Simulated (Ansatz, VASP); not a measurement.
**One calculation of Al2Cu, two programs**

```
Cu Al
1.0
     4.04970    0.00000    0.00000
     0.00000    4.04970    0.00000
     0.00000    0.00000    2.85224
Cu Al
1 2
Cartesian
  0.0000 0.0000 0.0000
  0.0000 2.0248 1.4261
  2.0248 0.0000 1.4261
```

Alike in both runs: task single point; functional r2SCAN; k mesh 7 × 7 × 9; occupations fermi-dirac, width 0.05 eV; no spin polarisation.

```csv
,VASP,Ansatz
version,VASP 6.6.1,Ansatz 0.2.0
potentials or method,"VASP PAW PBE potentials, release 64 (Cu, Al)",Ansatz PAW
plane-wave cutoff (eV),520,500
valence electrons in the cell,17,25
```

VASP gave:

```
gap on the k mesh at the Fermi level (eV)                     : none
pressure (GPa)                                                : 1.8
traceless stress, the component that is largest in VASP (GPa) : -0.78
```

Q: Which values does Ansatz return?

A: gap on the k mesh at the Fermi level (eV): none; pressure (GPa): 2.0; traceless stress, the component that is largest in VASP (GPa): -0.86.

VASP's potentials were made for PBE, not for r2SCAN. A gap of «none» marks a metal or a gap that the smearing closes. With one functional, cell and mesh, what is left measures potentials, basis and numerics. VASP's potentials hold 17 valence electrons a cell and Ansatz's 25, so a difference there can come from the potentials and not from the codes.
